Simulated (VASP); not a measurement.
Wanted: the native input for a VASP 6.6.1 run.

* Task: single point
* Functional: LDA
* Potentials or basis: VASP PAW LDA potentials, release 64 (Ga_d, P)
* Cutoff: 500 eV
* k mesh: 10 × 10 × 10
* Occupations: gaussian, width 0.05 eV
* Spin: no spin polarisation
* Dipole correction: no
* Further INCAR settings: ALGO = Normal; EDIFF = 1e-06; NBANDS = 16

The structure of GaP lies in POSCAR:

```
GaP
1.0
    0.0000000000      2.7252500000      2.7252500000
    2.7252500000      0.0000000000      2.7252500000
    2.7252500000      2.7252500000      0.0000000000
Ga P
1 1
Direct
    0.0000000000      0.0000000000      0.0000000000
    0.7500000000      0.7500000000      0.7500000000
```

The input as run:

INCAR

```
PREC = Accurate
ENCUT = 500
EDIFF = 1E-6
ISMEAR = 0
SIGMA = 0.05
LREAL = False
LASPH = True
NELM = 120
ALGO = Normal
ISIF = 2
LWAVE = False
LCHARG = False
GGA = CA
NBANDS = 16
GGA_COMPAT = False
```

KPOINTS

```
Automatic mesh
0
Gamma
  10 10 10
```

Potentials or basis: VASP PAW LDA potentials, release 64 (Ga_d, P).

Command:

```sh
$ cat potpaw_LDA.64/Ga_d/POTCAR potpaw_LDA.64/P/POTCAR > POTCAR
$ mpirun -np 1 vasp_std > vasp.out
```

It gave:

* Pressure: -2.7 GPa
* Band gap on the k mesh: 1.46 eV (least direct gap 1.64 eV)

It took 9.5 s on 1 thread of Intel(R) Xeon(R) 6975P-C (Granite Rapids), with other jobs on the host, peak memory 0.15 GiB.
